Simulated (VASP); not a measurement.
# Ge8N (a cell with a defect) in VASP: notebook

Runs on Ge8N (a cell with a defect). Level: PBE. Tasks: single point.

Everything below comes from runs of VASP 6.6.1. Logs are shortened: lines on timing, memory, paths and dates and some standing lists are left out, and cuts for length are marked.

### Step 1. The cell of the first run

The cell holds a defect, 9 atoms: a = 5.762 Å, b = 5.762 Å, c = 5.762 Å, α = 90.00°, β = 90.00°, γ = 90.00°.

### Step 2. Single point, PBE

File INCAR:

```
SYSTEM = Ge8N
PREC = Accurate ; ENCUT = 520
EDIFF = 1E-6 ; ISMEAR = 0
SIGMA = 0.15 ; LREAL = .False.
LASPH = .True. ; NELM = 80
ALGO = Fast ; ISIF = 2
LWAVE = .False. ; LCHARG = .False.
GGA = PE ; NBANDS = 68
```

File KPOINTS:

```
regular mesh
0
Gamma
  6 6 6
  0 0 0
```

File POSCAR:

```
Ge8N
1.0
    5.7615827908      0.0000000000      0.0000000000
    0.0000000000     -5.7615827908      0.0000000000
    0.0000000000      0.0000000000     -5.7615827908
Ge N
8 1
Direct
    0.5000000000      0.0000000000      0.0000000000
    0.0000000000      0.5000000000      0.0000000000
    0.0000000000      0.0000000000      0.5000000000
    0.5000000000      0.5000000000      0.5000000000
    0.7500000000      0.7500000000      0.7500000000
    0.2500000000      0.2500000000      0.7500000000
    0.2500000000      0.7500000000      0.2500000000
    0.7500000000      0.2500000000      0.2500000000
    0.7500000000      0.4166666667      0.8333333333
```

Potentials or basis: VASP PAW PBE potentials, release 64 (Ge_d, N).

The run is started by

```bash
$ cat potpaw_PBE.64/Ge_d/POTCAR potpaw_PBE.64/N/POTCAR > POTCAR
$ mpirun -np 1 vasp_std > vasp.out
```

OUTCAR:

```text
SYSTEM = Ge8N
   PREC = Accurate
   ENCUT = 520
   EDIFF = 1E-6
   ISMEAR = 0
   LREAL = .False.
   LASPH = .True.
   NELM = 80
   ISIF = 2
   GGA = PE

 ion  position               nearest neighbor table
   1  0.500  0.000  0.000-   5 2.49   6 2.49   7 2.49   8 2.49
   2  0.000  0.500  0.000-   9 1.80   6 2.49   7 2.49   8 2.49   5 2.49
   3  0.000  0.000  0.500-   5 2.49   6 2.49   7 2.49   8 2.49
   4  0.500  0.500  0.500-   5 2.49   6 2.49   7 2.49   8 2.49
   5  0.750  0.750  0.750-   9 1.98   2 2.49   3 2.49   4 2.49   1 2.49
   6  0.250  0.250  0.750-   1 2.49   2 2.49   3 2.49   4 2.49
   7  0.250  0.750  0.250-   1 2.49   2 2.49   3 2.49   4 2.49
   8  0.750  0.250  0.250-   1 2.49   2 2.49   3 2.49   4 2.49
   9  0.750  0.417  0.833-   2 1.80   5 1.98

  LATTYP: Found a simple cubic cell.
 ALAT       =     5.7615827908

  Lattice vectors:

 A1 = (   5.7615827908,   0.0000000000,   0.0000000000)
 A2 = (   0.0000000000,  -5.7615827908,   0.0000000000)
 A3 = (   0.0000000000,   0.0000000000,  -5.7615827908)

Analysis of symmetry for initial positions (statically):
=====================================================================
 Subroutine PRICEL returns:
 Original cell was already a primitive cell.

 Routine SETGRP: Setting up the symmetry group for a
 simple cubic supercell.

 Subroutine GETGRP returns: Found  1 space group operations
 (whereof  1 operations were pure point group operations)
 out of a pool of 48 trial point group operations.

The static configuration has the point symmetry C_1 .

Analysis of symmetry for dynamics (positions and initial velocities):
=====================================================================
 Subroutine PRICEL returns:
 Original cell was already a primitive cell.

 Routine SETGRP: Setting up the symmetry group for a
 simple cubic supercell.

 Subroutine GETGRP returns: Found  1 space group operations
 (whereof  1 operations were pure point group operations)
 out of a pool of 48 trial point group operations.

The dynamic configuration has the point symmetry C_1 .

 Subroutine INISYM returns: Found  1 space group operations
 (whereof  1 operations are pure point group operations),
 and found     1 'primitive' translations

----------------------------------------------------------------------------------------

                                     Primitive cell

  volume of cell :     191.2606

  direct lattice vectors                    reciprocal lattice vectors
     5.761582791  0.000000000  0.000000000     0.173563418  0.000000000  0.000000000
     0.000000000 -5.761582791  0.000000000     0.000000000 -0.173563418  0.000000000
     0.000000000  0.000000000 -5.761582791     0.000000000  0.000000000 -0.173563418

  length of vectors
     5.761582791  5.761582791  5.761582791     0.173563418  0.173563418  0.173563418

  position of ions in fractional coordinates (direct lattice)
     0.500000000  0.000000000  0.000000000
     0.000000000  0.500000000  0.000000000
     0.000000000  0.000000000  0.500000000
     0.500000000  0.500000000  0.500000000
     0.750000000  0.750000000  0.750000000
     0.250000000  0.250000000  0.750000000
     0.250000000  0.750000000  0.250000000
     0.750000000  0.250000000  0.250000000
     0.750000000  0.416666667  0.833333333

  ion indices of the primitive-cell ions
   primitive index   ion index
                 1           1
                 2           2
                 3           3
                 4           4
                 5           5
                 6           6
                 7           7
                 8           8
                 9           9

----------------------------------------------------------------------------------------

 KPOINTS: regular mesh

Automatic generation of k-mesh.
 Grid dimensions read from file:
 generate k-points for:    6    6    6

 Generating k-lattice:

  Cartesian coordinates                     Fractional coordinates (reciprocal lattice)
     0.028927236  0.000000000  0.000000000     0.166666667  0.000000000  0.000000000
     0.000000000 -0.028927236  0.000000000     0.000000000  0.166666667  0.000000000
     0.000000000  0.000000000 -0.028927236     0.000000000  0.000000000  0.166666667

  Length of vectors
     0.028927236  0.028927236  0.028927236

  Shift w.r.t. Gamma in fractional coordinates (k-lattice)
     0.000000000  0.000000000  0.000000000

 Subroutine IBZKPT returns following result:
 ===========================================

 Found    112 irreducible k-points:

 Following reciprocal coordinates:
            Coordinates               Weight
  0.000000  0.000000  0.000000      1.000000
  0.166667  0.000000  0.000000      2.000000
  0.000000  0.166667  0.000000      2.000000
  0.000000  0.000000  0.166667      2.000000
  0.333333  0.000000  0.000000      2.000000
  0.000000  0.333333  0.000000      2.000000
[... 16 lines left out ...]
  0.000000 -0.333333  0.166667      2.000000
 -0.166667  0.000000  0.333333      2.000000
 [... further k-points ...]
   k-points           NKPTS =    112   k-points in BZ     NKDIM =    112   number of bands    NBANDS=     68
   number of dos      NEDOS =    301   number of ions     NIONS =      9
   total plane-waves  NPLWV = 110592
   dimension x,y,z NGX =    48 NGY =   48 NGZ =   48
   dimension x,y,z NGXF=    96 NGYF=   96 NGZF=   96
   ions per type =               8   1
   NGX,Y,Z   is equivalent  to a cutoff of  13.85, 13.85, 13.85 a.u.
   NGXF,Y,Z  is equivalent  to a cutoff of  27.70, 27.70, 27.70 a.u.
 SYSTEM =  Ge8N
   PREC   = accura    normal or accurate (medium, high low for compatibility)
   ISTART =      0    job   : 0-new  1-cont  2-samecut
   ICHARG =      2    charge: 1-file 2-atom 10-const
   ISPIN  =      1    spin polarized calculation?
   LNONCOLLINEAR =      F non collinear calculations
   LSORBIT =      F    spin-orbit coupling
   LASPH  =      T    aspherical Exc in radial PAW
   ENCUT  =  520.0 eV  38.22 Ry    6.18 a.u.  10.71 10.71 10.71*2*pi/ulx,y,z
   NELM   =     80;   NELMIN=  2; NELMDL= -5     # of ELM steps
   EDIFF  = 0.1E-05   stopping-criterion for ELM
   LREAL  =      F    real-space projection
   EDIFFG = 0.1E-04   stopping-criterion for IOM
   NSW    =      0    number of steps for IOM
   IBRION =     -1    ionic relax: 0-MD 1-quasi-New 2-CG
   NFREE  =      0    steps in history (QN), initial steepest desc. (CG)
   ISIF   =      2    stress and relaxation
   ISYM   =      2    0-nonsym 1-usesym 2-fastsym
   POTIM  = 0.5000    time-step for ionic-motion
   TEBEG  =    0.0;   TEEND  =   0.0 temperature during run
   PSTRESS=    0.0 pullay stress
   NELECT =     117.0000    total number of electrons
   NUPDOWN=      -1.0000    fix difference up-down
   EMIN   =  10.00;   EMAX   =-10.00  energy-range for DOS
   EFERMI =   0.00;   METHOD = LEGACY
   ISMEAR =     0;   SIGMA  =   0.15  broadening in eV -4-tet -1-fermi 0-gaus
   EFERMI_NEDOS =   21; number of points for ismear=-14 and -15
   IALGO  =     68    algorithm
   IMIX   =      4    mixing-type and parameters
     AMIX     =   0.40;   BMIX     =  1.00
     AMIX_MAG =   1.60;   BMIX_MAG =  1.00
  volume/ion in A,a.u.               =      21.25       143.41
  Fermi-wavevector in a.u.,A,eV,Ry     =   1.389723  2.626196 26.277348  1.931331
  Thomas-Fermi vector in A             =   2.513727
   LORBIT       =      0    0 simple, 1 ext, 2 COOP (PROOUT), +10 PAW based schemes
   GGA     = PE    functional components
   LHFCALC =     F    Hartree Fock is set to
   AEXX    =    0.0000 exact exchange contribution
   IVDW    =     0    specifies the selected vdW correction
   LEPSILON=     F    determine dielectric tensor
   LRPA    =     F    only Hartree local field effects (RPA)
 non-spin polarized calculation
 RMM-DIIS sequential band-by-band and
 Gauss-broadening in eV      SIGMA  =   0.15
  energy-cutoff  :      520.00
  volume of cell :      191.26
 maximum number of plane-waves:      5232
 NGX is ok and might be reduce to    48
   NGX = 21   NGY = 21   NGZ = 21

 number of electron     117.0000014 magnetization

 Free energy of the ion-electron system (eV)
  ---------------------------------------------------
  ext. energy  EPLUGINS =         0.00000000
  ---------------------------------------------------
  free energy    TOTEN  =       -40.70029895 eV

  energy without entropy =      -40.65790181  energy(sigma->0) =      -40.67910038

 E-fermi :   4.5938     XC(G=0):  -9.9557

 val. band max:        4.5932863022   @ k =  -0.3333   0.0000   0.3333
 cond. band min:       4.6135757414   @ k =   0.0000   0.1667   0.0000
 fundamental gap:      0.0202894392
 Fermi energy:         4.5938038524

 k-point     1 :       0.0000    0.0000    0.0000
  band No.  band energies     occupation
      1     -20.3386      2.00000
      2     -20.2870      2.00000
      3     -20.2413      2.00000
      4     -20.2005      2.00000
      5     -20.1781      2.00000
      6     -20.1654      2.00000
[... 60 lines left out ...]
     67       7.6985      0.00000
     68       8.4754      0.00000

 k-point     2 :       0.1667    0.0000    0.0000
  band No.  band energies     occupation
      1     -20.3389      2.00000
      2     -20.2875      2.00000
      3     -20.2415      2.00000
      4     -20.2011      2.00000
      5     -20.1781      2.00000
      6     -20.1644      2.00000
[... 60 lines left out ...]
     67       7.8661      0.00000
     68       8.3696      0.00000

 k-point     3 :       0.0000    0.1667    0.0000
  band No.  band energies     occupation
      1     -20.3389      2.00000
      2     -20.2874      2.00000
      3     -20.2415      2.00000
      4     -20.2005      2.00000
      5     -20.1786      2.00000
      6     -20.1657      2.00000
[... 1480 lines left out ...]
     67       8.4935      0.00000
     68       9.1127      0.00000

 k-point    24 :      -0.1667    0.0000    0.3333
  band No.  band energies     occupation
      1     -20.3390      2.00000
      2     -20.2877      2.00000
      3     -20.2433      2.00000
      4     -20.2017      2.00000
      5     -20.1790      2.00000
      6     -20.1640      2.00000
[... 60 lines left out ...]
     67       8.6938      0.00000
     68       9.1546      0.00000

 [... further k-points ...]

------------------------ aborting loop because EDIFF is reached ----------------------------------------

  FORCE on cell =-STRESS in cart. coord.  units (eV):
  Direction    XX          YY          ZZ          XY          YZ          ZX
  --------------------------------------------------------------------------------------
  -------------------------------------------------------------------------------------
  Total        7.2208299      2.5719080      5.1714337      1.2422559     -1.5632663     -2.7368090
  in kB       60.4884250     21.5447069     43.3207652     10.4062974    -13.0953807    -22.9260719
  external PRESSURE =      41.7846324 kB  Pullay stress =       0.0000000 kB

 VOLUME and BASIS-vectors are now :
 -----------------------------------------------------------------------------
  energy-cutoff  :      520.00
  volume of cell :      191.26
      direct lattice vectors                 reciprocal lattice vectors
     5.761582791  0.000000000  0.000000000     0.173563418  0.000000000  0.000000000
     0.000000000 -5.761582791  0.000000000     0.000000000 -0.173563418  0.000000000
     0.000000000  0.000000000 -5.761582791     0.000000000  0.000000000 -0.173563418

 POSITION                                       TOTAL-FORCE (eV/Angst)
 -----------------------------------------------------------------------------------
      2.88079      0.00000      0.00000        -0.023635     -0.112961      0.109804
      0.00000     -2.88079      0.00000         2.385383      0.847867     -1.105745
      0.00000      0.00000     -2.88079         0.244109     -0.022526      0.061000
      2.88079     -2.88079     -2.88079        -0.112335      0.345266      0.180877
      4.32119     -4.32119     -4.32119        -1.210953     -0.579718      0.445758
      1.44040     -1.44040     -4.32119         0.555009      0.124150     -0.101066
      1.44040     -4.32119     -1.44040         0.004389     -0.364589     -0.045759
      4.32119     -1.44040     -1.44040        -0.351948      0.271765     -0.485766
      4.32119     -2.40066     -4.80132        -1.490017     -0.509254      0.940897
 -----------------------------------------------------------------------------------
    total drift:                               -0.000084     -0.000082     -0.000119

  FREE ENERGIE OF THE ION-ELECTRON SYSTEM (eV)
  ---------------------------------------------------
  free  energy   TOTEN  =       -40.7002989547 eV

  energy  without entropy=      -40.6579018099  energy(sigma->0) =      -40.67910038
```

Wall time 39 min (1 thread of Oxide Virtual Turin-like, shared host); peak memory 0.99 GiB.

Results:

```yaml
Free_energy: -40.7003 eV
Pressure: 4.2 GPa
Largest_force: 2.763 eV/Å
Band_gap_on_the_k_mesh: zero (an odd number of electrons rules out a gap without spin polarisation)
```

Forces on the atoms (eV/Å):
```
Ge  -0.024 -0.113  0.110
Ge   2.385  0.848 -1.106
Ge   0.244 -0.023  0.061
Ge  -0.112  0.345  0.181
Ge  -1.211 -0.580  0.446
Ge   0.555  0.124 -0.101
Ge   0.004 -0.365 -0.046
Ge  -0.352  0.272 -0.486
N   -1.490 -0.509  0.941
```

Levels at points of the mesh, in eV from the Fermi level:
```
           k point  band 57  band 58  band 59  band 60  band 61  band 62
(0.00, 0.00, 0.00)    -0.75    -0.22     0.16     0.54     0.68     0.92
(0.50, 0.00, 0.00)    -1.41    -0.79    -0.57     1.54     1.84     2.39
(0.00, 0.50, 0.00)    -1.75    -0.80     0.17     1.18     1.75     2.17
(0.00, 0.00, 0.50)    -1.74    -0.86    -0.39     1.45     1.97     2.18
(0.50, 0.50, 0.00)    -1.13    -0.86     0.18     1.39     1.98     2.40
(0.00, 0.50, 0.50)    -1.17    -0.94    -0.05     1.51     1.92     2.28
(0.50, 0.00, 0.50)    -1.23    -0.35    -0.23     0.88     2.10     2.33
(0.50, 0.50, 0.50)    -1.11    -0.73    -0.36     0.02     0.75     1.15
```

### Step 3. Single point, PBE

File INCAR:

```
SYSTEM = Ge8N
PREC = Accurate
ENCUT = 520
EDIFF = 1E-6
ISMEAR = 0
SIGMA = 0.15
LREAL = .False.
LASPH = .True.
NELM = 60
ALGO = Fast
ISIF = 2
LWAVE = .False.
LCHARG = .True.
GGA = PE
LELF = .True.
LVHAR = .True.
NBANDS = 68
```

File KPOINTS:

```
Automatic mesh
0
Gamma
  6 6 6
  0 0 0
```

Edit POSCAR of step 2 so:

```diff
@@ -16,2 +16,2 @@
     0.7500000000      0.2500000000      0.2500000000
-    0.7500000000      0.4166666667      0.8333333333
+    1.0833333333      0.5416666667      0.7083333333
```

Potentials or basis: VASP PAW PBE potentials, release 64 (Ge_d, N).

The run is started by

```bash
$ cat potpaw_PBE.64/Ge_d/POTCAR potpaw_PBE.64/N/POTCAR > POTCAR
$ mpirun -np 1 vasp_std > vasp.out
```

Wall time 38 min (1 thread of Oxide Virtual Turin-like, shared host); peak memory 0.98 GiB.

The run converged. Its results:

```
Free energy            : -40.7747 eV
Pressure               : 4.7 GPa
Largest force          : 3.718 eV/Å
Band gap on the k mesh : zero (an odd number of electrons rules out a gap without spin polarisation)
```

Forces in eV/Å, atoms in the order of the input:
```
Ge  -0.006 -0.036 -0.520
Ge  -0.668 -0.711 -3.588
Ge   0.194  0.205  0.040
Ge   0.264 -0.233  0.167
Ge  -0.363 -0.124  0.849
Ge   0.259  0.899  1.514
Ge  -0.118 -0.007 -0.300
Ge  -0.095  0.213 -0.024
N    0.533 -0.204  1.862
```

Stress tensor (GPa, compression positive):
```
3.73 1.58 1.83
1.58 3.62 0.77
1.83 0.77 6.71
```

Levels at points of the mesh, in eV from the Fermi level:
```
           k point  band 55  band 56  band 57  band 58  band 59  band 60  band 61  band 62  band 63  band 64
(0.00, 0.00, 0.00)    -1.83    -1.10    -0.84    -0.18     0.15     0.59     0.72     0.95     0.98     1.64
(0.50, 0.00, 0.00)    -2.07    -1.78    -1.62    -1.19    -0.28     1.47     1.93     2.36     2.96     3.26
(0.00, 0.50, 0.00)    -2.32    -1.72    -1.48    -0.89    -0.40     1.45     1.86     2.47     3.05     3.24
(0.00, 0.00, 0.50)    -2.40    -1.70    -1.56    -0.81    -0.10     1.53     1.80     2.32     3.00     3.57
(0.50, 0.50, 0.00)    -1.56    -1.35    -1.18    -0.65    -0.20     1.26     2.06     2.31     2.50     3.62
(0.00, 0.50, 0.50)    -2.07    -1.32    -1.05    -0.91     0.27     1.57     2.05     2.40     2.54     2.79
(0.50, 0.00, 0.50)    -1.91    -1.27    -1.19    -0.70     0.03     1.42     2.22     2.35     2.39     3.08
(0.50, 0.50, 0.50)    -1.16    -1.11    -1.06    -0.74    -0.27    -0.03     0.87     1.17     1.78     1.98
```
